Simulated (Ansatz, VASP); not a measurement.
**MnO2: VASP beside Ansatz**

Contents of INCAR:

```
ALGO = Normal
EDIFF = 1E-6
ENCUT = 520
GGA = PS
ISIF = 2
ISMEAR = -1
ISPIN = 2
LASPH = True
LCHARG = False
LDAU = True
LDAUJ = 0 0
LDAUL = 2 -1
LDAUPRINT = 1
LDAUTYPE = 2
LDAUU = 6 0
LMAXMIX = 4
LORBIT = 11
LREAL = False
LWAVE = False
MAGMOM = 4 4 0 0 0 0
NBANDS = 38
NELM = 150
PREC = Accurate
SIGMA = 0.02
```

KPOINTS

```
k-points
0
Gamma
  9 7 5
```

POSCAR

```
MnO2
1.0
    2.8649078101      0.0000000000      0.0000000000
    0.0000000000      3.7928467382      0.0000000000
    0.0000000000      0.0000000000      6.0809529225
Mn O
2 4
Direct
    0.5000000000      0.5000000000      0.3433015000
    0.0000000000      0.0000000000      0.6566985000
    0.5000000000      0.0000000000      0.8375675000
    0.0000000000      0.5000000000      0.1624325000
    0.5000000000      0.0000000000      0.4217995000
    0.0000000000      0.5000000000      0.5782005000
```

Contents of input.yaml:

```yaml
crystal:
  lattice:
    - [2.8649078101, 0.0, 0.0]
    - [0.0, 3.7928467382, 0.0]
    - [0.0, 0.0, 6.0809529225]
  atoms:
    - { symbol: Mn, position: [0.5, 0.5, 0.3433015], spin: 4.0 }
    - { symbol: Mn, position: [0.0, 0.0, 0.6566985], spin: 4.0 }
    - { symbol: O, position: [0.5, 0.0, 0.8375675] }
    - { symbol: O, position: [0.0, 0.5, 0.1624325] }
    - { symbol: O, position: [0.5, 0.0, 0.4217995] }
    - { symbol: O, position: [0.0, 0.5, 0.5782005] }
hamiltonian:
  xc: pbesol
  pseudopotentials: { kind: paw }
  hubbard: { sites: [{ species: Mn, l: d, u_eff: 6.0 }] }
magnetization:
  spin_polarized: true
kpoints:
  mp_grid: { grid: [9, 7, 5] }
scf:
  occupations: { method: fermi_dirac, width: 0.02 }
output:
  forces: true
  stress: true
  eigenvalues: true
```

Alike in both runs: task single point; functional PBEsol; k mesh 9 × 7 × 5; occupations fermi-dirac, width 0.02 eV; collinear spin; Hubbard terms Mn d U = 6.0 eV.

|  | VASP | Ansatz |
| --- | --- | --- |
| version | VASP 6.6.1 | Ansatz 0.2.0 |
| potentials or method | VASP PAW PBE potentials, release 64 (Mn_pv, O) | Ansatz PAW |
| plane-wave cutoff (eV) | 520 | 420 |
| valence electrons in the cell | 50 | 54 |

Ansatz gave:

| Item | Value |
| --- | --- |
| gap on the k mesh at the Fermi level (eV) | none |
| pressure (GPa) | 7.2 |
| traceless stress, the component that is largest in VASP (GPa) | 1.70 |
| rms of the force components (eV/Å) | 0.259 |
| net moment per atom (μB) | 1.00 |
| size of the moment on the site where the two differ most (μB) | 2.98 |

Q: Which values does VASP return?

A: gap on the k mesh at the Fermi level (eV): none; pressure (GPa): 5.9; traceless stress, the component that is largest in VASP (GPa): 1.79; rms of the force components (eV/Å): 0.253; net moment per atom (μB): 1.00; size of the moment on the site where the two differ most (μB): 3.47.

VASP's potentials were made for PBE, not for PBEsol. Site moments also hang on the region over which each program counts them. The programs project onto different local orbitals, so the same U acts differently, and such runs can settle in different states. Atom by atom the forces differ by 0.028 eV/Å (rms over components). A gap of «none» marks a metal or a gap that the smearing closes. VASP's potentials hold 50 valence electrons a cell and Ansatz's 54, so a difference there can come from the potentials and not from the codes.

Noted on Ansatz's run: the magnetic or orbital state may not be the lowest.
